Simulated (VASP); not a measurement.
# CdSe (Hawleyite) (F-43m) in VASP: single point with PBEsol

Aim: the single point of CdSe (Hawleyite) with PBEsol.

Program: VASP 6.6.1. These are calculated values, not measurements. Logs are shortened: lines on timing, memory, paths and dates and some standing lists are left out, and cuts for length are marked.

## 1. The cell of the first run

It takes space group F-43m (No. 216, cubic). The conventional cell has a = 6.141 Å, b = 6.141 Å, c = 6.141 Å, α = 90.00°, β = 90.00°, γ = 90.00°. Within 3.5 Å of Cd (site symmetry -43m) lie 4 Se at 2.66 Å. Within 3.5 Å of Se (site symmetry -43m) lie 4 Cd at 2.66 Å.

## 2. Single point, PBEsol

Contents of INCAR:

```
  PREC = Accurate
  ENCUT = 500
  EDIFF = 1E-6
  ISMEAR = 0
  SIGMA = 0.1
  LREAL = False
  LASPH = True
  NELM = 120
  ALGO = Normal
  ISIF = 2
  LWAVE = False
  LCHARG = False
  GGA = PS
  NBANDS = 16
  GGA_COMPAT = False
```

Contents of KPOINTS:

```
regular mesh
0
Gamma
  6 6 6
```

Contents of POSCAR:

```
CdSe
1.0
    0.0000000000     -3.0702711986     -3.0702711986
   -3.0702711986     -3.0702711986      0.0000000000
   -3.0702711986      0.0000000000     -3.0702711986
Cd Se
1 1
Direct
    0.0000000000      0.0000000000      0.0000000000
    0.2500000000      0.2500000000      0.2500000000
```

Potentials or basis: VASP PAW PBE potentials, release 64 (Cd, Se).

Started as:

```
$ cat potpaw_PBE.64/Cd/POTCAR potpaw_PBE.64/Se/POTCAR > POTCAR
$ mpirun -np 1 vasp_std > vasp.out
```

OUTCAR:

```text
PREC = Accurate
   ENCUT = 500
   EDIFF = 1E-6
   ISMEAR = 0
   LREAL = False
   LASPH = True
   NELM = 120
   ISIF = 2
   GGA = PS

 ion  position               nearest neighbor table
   1  0.000  0.000  0.000-   2 2.66   2 2.66   2 2.66   2 2.66
   2  0.250  0.250  0.250-   1 2.66   1 2.66   1 2.66   1 2.66

  LATTYP: Found a face centered cubic cell.
 ALAT       =     6.1405423972

  Lattice vectors:

 A1 = (   0.0000000000,  -3.0702711986,  -3.0702711986)
 A2 = (  -3.0702711986,  -3.0702711986,   0.0000000000)
 A3 = (  -3.0702711986,   0.0000000000,  -3.0702711986)

Analysis of symmetry for initial positions (statically):
=====================================================================
 Subroutine PRICEL returns:
 Original cell was already a primitive cell.

 Routine SETGRP: Setting up the symmetry group for a
 face centered cubic supercell.

 Subroutine GETGRP returns: Found 24 space group operations
 (whereof 24 operations were pure point group operations)
 out of a pool of 48 trial point group operations.

The static configuration has the point symmetry T_d .

Analysis of symmetry for dynamics (positions and initial velocities):
=====================================================================
 Subroutine PRICEL returns:
 Original cell was already a primitive cell.

 Routine SETGRP: Setting up the symmetry group for a
 face centered cubic supercell.

 Subroutine GETGRP returns: Found 24 space group operations
 (whereof 24 operations were pure point group operations)
 out of a pool of 48 trial point group operations.

The dynamic configuration has the point symmetry T_d .

 Subroutine INISYM returns: Found 24 space group operations
 (whereof 24 operations are pure point group operations),
 and found     1 'primitive' translations

----------------------------------------------------------------------------------------

                                     Primitive cell

  volume of cell :      57.8842

  direct lattice vectors                    reciprocal lattice vectors
     0.000000000 -3.070271199 -3.070271199     0.162852063 -0.162852063 -0.162852063
    -3.070271199 -3.070271199  0.000000000    -0.162852063 -0.162852063  0.162852063
    -3.070271199  0.000000000 -3.070271199    -0.162852063  0.162852063 -0.162852063

  length of vectors
     4.342019169  4.342019169  4.342019169     0.282068048  0.282068048  0.282068048

  position of ions in fractional coordinates (direct lattice)
     0.000000000  0.000000000  0.000000000
     0.250000000  0.250000000  0.250000000

  ion indices of the primitive-cell ions
[... 66 lines left out ...]
   EDIFF  = 0.1E-05   stopping-criterion for ELM
   LREAL  =      F    real-space projection
   EDIFFG = 0.1E-04   stopping-criterion for IOM
   NSW    =      0    number of steps for IOM
   IBRION =     -1    ionic relax: 0-MD 1-quasi-New 2-CG
   NFREE  =      0    steps in history (QN), initial steepest desc. (CG)
   ISIF   =      2    stress and relaxation
   ISYM   =      2    0-nonsym 1-usesym 2-fastsym
   POTIM  = 0.5000    time-step for ionic-motion
   TEBEG  =    0.0;   TEEND  =   0.0 temperature during run
   PSTRESS=    0.0 pullay stress
   NELECT =      18.0000    total number of electrons
   NUPDOWN=      -1.0000    fix difference up-down
   EMIN   =  10.00;   EMAX   =-10.00  energy-range for DOS
   EFERMI =   0.00;   METHOD = LEGACY
   ISMEAR =     0;   SIGMA  =   0.10  broadening in eV -4-tet -1-fermi 0-gaus
   EFERMI_NEDOS =   21; number of points for ismear=-14 and -15
   IALGO  =     38    algorithm
   IMIX   =      4    mixing-type and parameters
     AMIX     =   0.40;   BMIX     =  1.00
     AMIX_MAG =   1.60;   BMIX_MAG =  1.00
  volume/ion in A,a.u.               =      28.94       195.31
  Fermi-wavevector in a.u.,A,eV,Ry     =   1.109121  2.095935 16.737199  1.230149
  Thomas-Fermi vector in A             =   2.245657
   LORBIT       =      0    0 simple, 1 ext, 2 COOP (PROOUT), +10 PAW based schemes
   GGA     = PS    functional components
   LHFCALC =     F    Hartree Fock is set to
   AEXX    =    0.0000 exact exchange contribution
   IVDW    =     0    specifies the selected vdW correction
   LEPSILON=     F    determine dielectric tensor
   LRPA    =     F    only Hartree local field effects (RPA)
 non-spin polarized calculation
 Gauss-broadening in eV      SIGMA  =   0.10
  energy-cutoff  :      500.00
  volume of cell :       57.88
 maximum number of plane-waves:      1484
   NGX = 15   NGY = 15   NGZ = 15

 number of electron      18.0000008 magnetization

 Free energy of the ion-electron system (eV)
  ---------------------------------------------------
  ext. energy  EPLUGINS =         0.00000000
  ---------------------------------------------------
  free energy    TOTEN  =        -6.16845592 eV

  energy without entropy =       -6.16844598  energy(sigma->0) =       -6.16845095

 E-fermi :   0.8169     XC(G=0):  -8.9680

 val. band max:        0.5929904196   @ k =   0.0000   0.0000   0.0000
 cond. band min:       1.0171675118   @ k =   0.0000   0.0000   0.0000
 fundamental gap:      0.4241770923
 Fermi energy:         0.8169113740

 k-point     1 :       0.0000    0.0000    0.0000
  band No.  band energies     occupation
      1     -11.8728      2.00000
      2      -7.2289      2.00000
      3      -7.2289      2.00000
      4      -7.2289      2.00000
      5      -6.8782      2.00000
      6      -6.8782      2.00000
[... 281 lines left out ...]
      3      -7.0358      2.00000
      4      -6.9376      2.00000
      5      -6.8522      2.00000
      6      -6.4570      2.00000
[... 8 lines left out ...]
     15      13.1995      0.00000
     16      13.3881      0.00000

------------------------ aborting loop because EDIFF is reached ----------------------------------------

  FORCE on cell =-STRESS in cart. coord.  units (eV):
  Direction    XX          YY          ZZ          XY          YZ          ZX
  --------------------------------------------------------------------------------------
  -------------------------------------------------------------------------------------
  Total       -0.3986534     -0.3986534     -0.3986534      0.0000000      0.0000000     -0.0000000
  in kB      -11.0343256    -11.0343256    -11.0343256      0.0000000      0.0000000     -0.0000000
  external PRESSURE =     -11.0343256 kB  Pullay stress =       0.0000000 kB

 VOLUME and BASIS-vectors are now :
 -----------------------------------------------------------------------------
  energy-cutoff  :      500.00
  volume of cell :       57.88
      direct lattice vectors                 reciprocal lattice vectors
     0.000000000 -3.070271199 -3.070271199     0.162852063 -0.162852063 -0.162852063
    -3.070271199 -3.070271199  0.000000000    -0.162852063 -0.162852063  0.162852063
    -3.070271199  0.000000000 -3.070271199    -0.162852063  0.162852063 -0.162852063

 POSITION                                       TOTAL-FORCE (eV/Angst)
 -----------------------------------------------------------------------------------
      0.00000      0.00000      0.00000        -0.000000     -0.000000     -0.000000
     -1.53514     -1.53514     -1.53514         0.000000      0.000000      0.000000
 -----------------------------------------------------------------------------------
    total drift:                               -0.000000     -0.000000     -0.000000

  FREE ENERGIE OF THE ION-ELECTRON SYSTEM (eV)
  ---------------------------------------------------
  free  energy   TOTEN  =        -6.1684559173 eV

  energy  without entropy=       -6.1684459760  energy(sigma->0) =       -6.16845095
```

stdout:

```text
POSCAR found type information on POSCAR CdSe
 POSCAR found :  2 types and       2 ions
 scaLAPACK will be used
 -----------------------------------------------------------------------------
|                                                                             |
|                                                                             |
|     You enforced a specific xc type in the INCAR file but a different       |
|     I HOPE YOU KNOW WHAT YOU ARE DOING!                                     |
|                                                                             |
 -----------------------------------------------------------------------------

 LDA part: xc-table for (Slater+PW92), standard interpolation
 POSCAR, INCAR and KPOINTS ok, starting setup
 FFT: planning ... GRIDC
 FFT: planning ... GRID_SOFT
 FFT: planning ... GRID
 WAVECAR not read
 entering main loop
```

It took 15 s on 1 thread of Intel Xeon 8259CL, shared host; peak memory 0.18 GiB.

What came out:

```
Free energy            : -6.1685 eV
Pressure               : -1.1 GPa
Band gap on the k mesh : 0.42 eV, direct
```

Levels at points of the mesh, in eV from the valence-band top:
| k point | band 5 | band 6 | band 7 | band 8 | band 9 | band 10 | band 11 | band 12 | band 13 | band 14 |
| --- | --- | --- | --- | --- | --- | --- | --- | --- | --- | --- |
| (0.00, 0.00, 0.00) | -7.47 | -7.47 | 0.00 | 0.00 | 0.00 | 0.42 | 5.85 | 5.85 | 5.85 | 9.48 |
| (0.50, 0.00, 0.00) | -7.45 | -7.20 | -4.29 | -0.72 | -0.72 | 2.25 | 6.35 | 6.35 | 7.20 | 9.79 |
| (0.50, 0.50, 0.00) | -7.42 | -7.14 | -4.00 | -1.78 | -1.78 | 3.05 | 3.64 | 8.85 | 9.96 | 9.96 |

Caveat: the PAW data sets were made with another functional, which shifts forces and pressure a little. A hybrid or GW would open this gap; PBEsol tends to underestimate it.
